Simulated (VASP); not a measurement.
# InAs (Fm-3m) in VASP: single point with PBEsol+D3(BJ)

Aim: the single point of InAs with PBEsol+D3(BJ).

Everything below comes from runs of VASP 6.6.1. Logs are shortened: lines on timing, memory, paths and dates and some standing lists are left out, and cuts for length are marked.

## (1) The cell of the first run

The structure is cubic, space group Fm-3m (No. 225). The conventional cell has a = 5.755 Å, b = 5.755 Å, c = 5.755 Å, α = 90.00°, β = 90.00°, γ = 90.00°. Within 3.8 Å of In (site symmetry m-3m) lie 6 As at 2.88 Å. Within 3.8 Å of As (site symmetry m-3m) lie 6 In at 2.88 Å.

## (2) Single point, PBEsol+D3(BJ)

INCAR reads:

```
PREC = Accurate ; ENCUT = 520
EDIFF = 1E-6 ; ISMEAR = 0
SIGMA = 0.3 ; LREAL = False
LASPH = True ; NELM = 80
ALGO = Normal ; ISIF = 2
LWAVE = False ; LCHARG = False
GGA = PS ; IVDW = 12
NBANDS = 16
```

KPOINTS reads:

```
Automatic mesh
0
Gamma
  6 6 6
```

POSCAR reads:

```
InAs
1.0
    0.0000000000      2.8773040000      2.8773040000
    2.8773040000      0.0000000000      2.8773040000
    2.8773040000      2.8773040000      0.0000000000
In As
1 1
Direct
    0.5000000000      0.5000000000      0.5000000000
    0.0000000000      0.0000000000      0.0000000000
```

Potentials or basis: VASP PAW PBE potentials, release 64 (In_d, As).

Command:

```console
$ cat potpaw_PBE.64/In_d/POTCAR potpaw_PBE.64/As/POTCAR > POTCAR
$ mpirun -np 1 vasp_std > vasp.out
```

OUTCAR:

```text
PREC = Accurate
   ENCUT = 520
   EDIFF = 1E-6
   ISMEAR = 0
   LREAL = False
   LASPH = True
   NELM = 80
   ISIF = 2
   GGA = PS
   IVDW = 12
 IVDW          = 12

 ion  position               nearest neighbor table
   1  0.500  0.500  0.500-   2 2.88   2 2.88   2 2.88   2 2.88   2 2.88   2 2.88
   2  0.000  0.000  0.000-   1 2.88   1 2.88   1 2.88   1 2.88   1 2.88   1 2.88

  LATTYP: Found a face centered cubic cell.
 ALAT       =     5.7546080000

  Lattice vectors:

 A1 = (   0.0000000000,   2.8773040000,   2.8773040000)
 A2 = (   2.8773040000,   0.0000000000,   2.8773040000)
 A3 = (   2.8773040000,   2.8773040000,   0.0000000000)

Analysis of symmetry for initial positions (statically):
=====================================================================
 Subroutine PRICEL returns:
 Original cell was already a primitive cell.

 Routine SETGRP: Setting up the symmetry group for a
 face centered cubic supercell.

 Subroutine GETGRP returns: Found 48 space group operations
 (whereof 48 operations were pure point group operations)
 out of a pool of 48 trial point group operations.

The static configuration has the point symmetry O_h .

Analysis of symmetry for dynamics (positions and initial velocities):
=====================================================================
 Subroutine PRICEL returns:
 Original cell was already a primitive cell.

 Routine SETGRP: Setting up the symmetry group for a
 face centered cubic supercell.

 Subroutine GETGRP returns: Found 48 space group operations
 (whereof 48 operations were pure point group operations)
 out of a pool of 48 trial point group operations.

The dynamic configuration has the point symmetry O_h .

 Subroutine INISYM returns: Found 48 space group operations
 (whereof 48 operations are pure point group operations),
 and found     1 'primitive' translations

----------------------------------------------------------------------------------------

                                     Primitive cell

  volume of cell :      47.6417

  direct lattice vectors                    reciprocal lattice vectors
     0.000000000  2.877304000  2.877304000    -0.173773783  0.173773783  0.173773783
     2.877304000  0.000000000  2.877304000     0.173773783 -0.173773783  0.173773783
     2.877304000  2.877304000  0.000000000     0.173773783  0.173773783 -0.173773783

  length of vectors
     4.069122340  4.069122340  4.069122340     0.300985021  0.300985021  0.300985021

  position of ions in fractional coordinates (direct lattice)
     0.500000000  0.500000000  0.500000000
     0.000000000  0.000000000  0.000000000

  ion indices of the primitive-cell ions
   primitive index   ion index
                 1           1
                 2           2

----------------------------------------------------------------------------------------

 KPOINTS: Automatic mesh

Automatic generation of k-mesh.
 Grid dimensions read from file:
 generate k-points for:    6    6    6

 Generating k-lattice:

  Cartesian coordinates                     Fractional coordinates (reciprocal lattice)
    -0.028962297  0.028962297  0.028962297     0.166666667  0.000000000  0.000000000
     0.028962297 -0.028962297  0.028962297     0.000000000  0.166666667  0.000000000
     0.028962297  0.028962297 -0.028962297     0.000000000  0.000000000  0.166666667

  Length of vectors
     0.050164170  0.050164170  0.050164170

  Shift w.r.t. Gamma in fractional coordinates (k-lattice)
     0.000000000  0.000000000  0.000000000

 Subroutine IBZKPT returns following result:
 ===========================================

 Found     16 irreducible k-points:

 Following reciprocal coordinates:
            Coordinates               Weight
  0.000000  0.000000  0.000000      1.000000
  0.166667  0.000000  0.000000      8.000000
  0.333333  0.000000  0.000000      8.000000
  0.500000  0.000000  0.000000      4.000000
  0.166667  0.166667  0.000000      6.000000
  0.333333  0.166667  0.000000     24.000000
[... 8 lines left out ...]
 -0.333333  0.333333  0.166667     24.000000
 -0.333333  0.500000  0.166667     12.000000
   k-points           NKPTS =     16   k-points in BZ     NKDIM =     16   number of bands    NBANDS=     16
   number of dos      NEDOS =    301   number of ions     NIONS =      2
   total plane-waves  NPLWV =  27000
   dimension x,y,z NGX =    30 NGY =   30 NGZ =   30
   dimension x,y,z NGXF=    60 NGYF=   60 NGZF=   60
   ions per type =               1   1
   NGX,Y,Z   is equivalent  to a cutoff of  12.26, 12.26, 12.26 a.u.
   NGXF,Y,Z  is equivalent  to a cutoff of  24.51, 24.51, 24.51 a.u.
 SYSTEM =  unknown system
   PREC   = accura    normal or accurate (medium, high low for compatibility)
   ISTART =      0    job   : 0-new  1-cont  2-samecut
   ICHARG =      2    charge: 1-file 2-atom 10-const
   ISPIN  =      1    spin polarized calculation?
   LNONCOLLINEAR =      F non collinear calculations
   LSORBIT =      F    spin-orbit coupling
   LASPH  =      T    aspherical Exc in radial PAW
   ENCUT  =  520.0 eV  38.22 Ry    6.18 a.u.   7.57  7.57  7.57*2*pi/ulx,y,z
   NELM   =     80;   NELMIN=  2; NELMDL= -5     # of ELM steps
   EDIFF  = 0.1E-05   stopping-criterion for ELM
   LREAL  =      F    real-space projection
   EDIFFG = 0.1E-04   stopping-criterion for IOM
   NSW    =      0    number of steps for IOM
   IBRION =     -1    ionic relax: 0-MD 1-quasi-New 2-CG
   NFREE  =      0    steps in history (QN), initial steepest desc. (CG)
   ISIF   =      2    stress and relaxation
   ISYM   =      2    0-nonsym 1-usesym 2-fastsym
   POTIM  = 0.5000    time-step for ionic-motion
   TEBEG  =    0.0;   TEEND  =   0.0 temperature during run
   PSTRESS=    0.0 pullay stress
   NELECT =      18.0000    total number of electrons
   NUPDOWN=      -1.0000    fix difference up-down
   EMIN   =  10.00;   EMAX   =-10.00  energy-range for DOS
   EFERMI =   0.00;   METHOD = LEGACY
   ISMEAR =     0;   SIGMA  =   0.30  broadening in eV -4-tet -1-fermi 0-gaus
   EFERMI_NEDOS =   21; number of points for ismear=-14 and -15
   IALGO  =     38    algorithm
   IMIX   =      4    mixing-type and parameters
     AMIX     =   0.40;   BMIX     =  1.00
     AMIX_MAG =   1.60;   BMIX_MAG =  1.00
  volume/ion in A,a.u.               =      23.82       160.75
  Fermi-wavevector in a.u.,A,eV,Ry     =   1.183505  2.236499 19.057448  1.400683
  Thomas-Fermi vector in A             =   2.319738
   LORBIT       =      0    0 simple, 1 ext, 2 COOP (PROOUT), +10 PAW based schemes
   GGA     = PS    functional components
   LHFCALC =     F    Hartree Fock is set to
   AEXX    =    0.0000 exact exchange contribution
   IVDW    =    12    specifies the selected vdW correction
   LEPSILON=     F    determine dielectric tensor
   LRPA    =     F    only Hartree local field effects (RPA)
 non-spin polarized calculation
 Gauss-broadening in eV      SIGMA  =   0.30
  energy-cutoff  :      520.00
  volume of cell :       47.64
 maximum number of plane-waves:      1303
   NGX = 15   NGY = 15   NGZ = 15

 number of electron      18.0000002 magnetization

 Free energy of the ion-electron system (eV)
  ---------------------------------------------------
  ext. energy  EPLUGINS =         0.00000000
  ---------------------------------------------------
  free energy    TOTEN  =        -8.24157063 eV

  energy without entropy =       -8.19364315  energy(sigma->0) =       -8.21760689

 E-fermi :   5.8629     XC(G=0): -10.2488

 val. band max:        5.8227845907   @ k =   0.3333   0.0000   0.0000
 cond. band min:       5.9776493141   @ k =   0.5000   0.0000   0.0000
 fundamental gap:      0.1548647234
 Fermi energy:         5.8628516144

 k-point     1 :       0.0000    0.0000    0.0000
  band No.  band energies     occupation
      1      -8.4513      2.00000
      2      -8.4513      2.00000
      3      -8.4300      2.00000
      4      -8.4300      2.00000
      5      -8.4300      2.00000
      6      -6.3292      2.00000
[... 8 lines left out ...]
     15      13.2193      0.00000
     16      13.2193      0.00000

 k-point     2 :       0.1667    0.0000    0.0000
  band No.  band energies     occupation
      1      -8.4626      2.00000
      2      -8.4626      2.00000
      3      -8.4307      2.00000
      4      -8.4175      2.00000
      5      -8.4175      2.00000
      6      -6.0323      2.00000
[... 8 lines left out ...]
     15      13.7190      0.00000
     16      13.7190      0.00000

 k-point     3 :       0.3333    0.0000    0.0000
  band No.  band energies     occupation
      1      -8.4883      2.00000
      2      -8.4883      2.00000
      3      -8.4341      2.00000
      4      -8.3888      2.00000
      5      -8.3888      2.00000
      6      -5.2481      2.00000
[... 8 lines left out ...]
     15      15.5056      0.00000
     16      15.5056      0.00000

 k-point     4 :       0.5000    0.0000    0.0000
  band No.  band energies     occupation
      1      -8.5014      2.00000
      2      -8.5014      2.00000
      3      -8.4365      2.00000
      4      -8.3740      2.00000
      5      -8.3740      2.00000
      6      -4.6504      2.00000
[... 8 lines left out ...]
     15      17.5932      0.00000
     16      17.5932      0.00000
[... 172 lines left out ...]
 k-point    14 :       0.5000    0.3333    0.1667
  band No.  band energies     occupation
      1      -8.5938      2.00000
      2      -8.4601      2.00000
      3      -8.4354      2.00000
      4      -8.3858      2.00000
      5      -8.3723      2.00000
      6      -4.5135      2.00000
[... 8 lines left out ...]
     15      17.5611      0.00000
     16      17.7210      0.00000

 k-point    15 :      -0.3333    0.3333    0.1667
  band No.  band energies     occupation
      1      -8.6116      2.00000
      2      -8.4690      2.00000
      3      -8.4146      2.00000
      4      -8.4052      2.00000
      5      -8.3605      2.00000
      6      -4.0133      2.00000
[... 8 lines left out ...]
     15      15.5288      0.00000
     16      19.0769      0.00000

 k-point    16 :      -0.3333    0.5000    0.1667
  band No.  band energies     occupation
      1      -8.6685      2.00000
      2      -8.4461      2.00000
      3      -8.4410      2.00000
      4      -8.3821      2.00000
      5      -8.3499      2.00000
      6      -3.7607      2.00000
[... 8 lines left out ...]
     15      17.3463      0.00000
     16      19.9377      0.00000

------------------------ aborting loop because EDIFF is reached ----------------------------------------

 Edisp (eV)   -0.72567

 E8    (eV) :    -0.4975

  FORCE on cell =-STRESS in cart. coord.  units (eV):
  Direction    XX          YY          ZZ          XY          YZ          ZX
  --------------------------------------------------------------------------------------
  -------------------------------------------------------------------------------------
  Total      -1.65713    -1.65713    -1.65713    -0.00000    -0.00000     0.00000
  in kB     -55.72871   -55.72871   -55.72871    -0.00000    -0.00000     0.00000
  external pressure =      -55.73 kB  Pullay stress =        0.00 kB

 VOLUME and BASIS-vectors are now :
 -----------------------------------------------------------------------------
  energy-cutoff  :      520.00
  volume of cell :       47.64
      direct lattice vectors                 reciprocal lattice vectors
     0.000000000  2.877304000  2.877304000    -0.173773783  0.173773783  0.173773783
     2.877304000  0.000000000  2.877304000     0.173773783 -0.173773783  0.173773783
     2.877304000  2.877304000  0.000000000     0.173773783  0.173773783 -0.173773783

 POSITION                                       TOTAL-FORCE (eV/Angst)
 -----------------------------------------------------------------------------------
      2.87730      2.87730      2.87730         0.000000     -0.000000     -0.000000
      0.00000      0.00000      0.00000        -0.000000      0.000000      0.000000
 -----------------------------------------------------------------------------------
    total drift:                                0.000000      0.000000      0.000000

  FREE ENERGIE OF THE ION-ELECTRON SYSTEM (eV)
  ---------------------------------------------------
  free  energy   TOTEN  =        -8.9672417113 eV

  energy  without entropy=       -8.9193142334  energy(sigma->0) =       -8.94327797
```

Run time: 21 s. Hardware: 1 thread of Intel Xeon 8259CL, shared host; peak memory 0.18 GiB.

Results:

```yaml
Free_energy: -8.9672 eV
Pressure: -5.6 GPa
Band_gap_on_the_k_mesh: zero (band 9 reaches 6.17 eV, above the bottom of band 10 at 3.55 eV)
Dispersion_energy_per_atom: -0.363 eV
```

Levels at points of the mesh, in eV from the Fermi level:
```csv
k point,band 7,band 8,band 9,band 10,band 11,band 12
"(0.00, 0.00, 0.00)",-0.80,-0.27,-0.27,-0.27,7.06,7.06
"(0.50, 0.00, 0.00)",-6.62,0.11,0.11,1.97,3.15,3.15
"(0.50, 0.50, 0.00)",-4.81,-3.06,-2.32,-2.32,3.72,9.06
```

Caveat: three body term missing; the PAW data sets were made with another functional, which shifts forces and pressure a little; spin-orbit coupling is left out, which moves the levels of the heavy elements; pairwise dispersion overbinds metals, which lowers pressure and volume.
